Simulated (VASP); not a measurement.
A run of VASP 6.6.1:

INCAR

```
  ALGO = Normal
  EDIFF = 1E-7
  EDIFFG = -0.04
  ENCUT = 500
  GGA = PE
  GGA_COMPAT = False
  IBRION = 2
  ISIF = 3
  ISMEAR = 0
  LASPH = True
  LCHARG = False
  LMAXMIX = 6
  LREAL = False
  LWAVE = False
  NELM = 200
  NELMIN = 4
  NSW = 90
  PREC = Accurate
  SIGMA = 0.1
```

The input KPOINTS:

```
k-points
0
Gamma
  4 4 4
```

POSCAR

```
TmSb2Cl2
1.0
    4.8536531200      0.0000000000      0.0000000000
    0.0000000000      4.8536531200      0.0000000000
    0.0000000000      0.0000000000      6.5838375500
Tm Sb Cl
1 2 2
Direct
    0.0000000000      0.0000000000      0.0000000000
    0.5000000000      0.5000000000      0.2399999900
    0.5000000000      0.5000000000      0.7600000100
    0.0000000000      0.5000000000      0.5000000000
    0.5000000000      0.0000000000      0.5000000000
```

Potentials or basis: VASP PAW PBE potentials, release 64 (Tm_3, Sb, Cl), 4f in core.

Launch:

```console
$ cat potpaw_PBE.64/Tm_3/POTCAR potpaw_PBE.64/Sb/POTCAR potpaw_PBE.64/Cl/POTCAR > POTCAR
$ mpirun -np 1 vasp_std > vasp.out
```

Hardware: 1 thread of Intel(R) Xeon(R) 6975P-C (Granite Rapids) (shared host).

Problem. Estimate the wall time of this run.

Solution. Wall time 3.4 min on 1 thread of Intel(R) Xeon(R) 6975P-C (Granite Rapids), with other jobs on the host, peak memory 0.28 GiB. Counts: scf iterations 108, k points 18, ion steps 10.
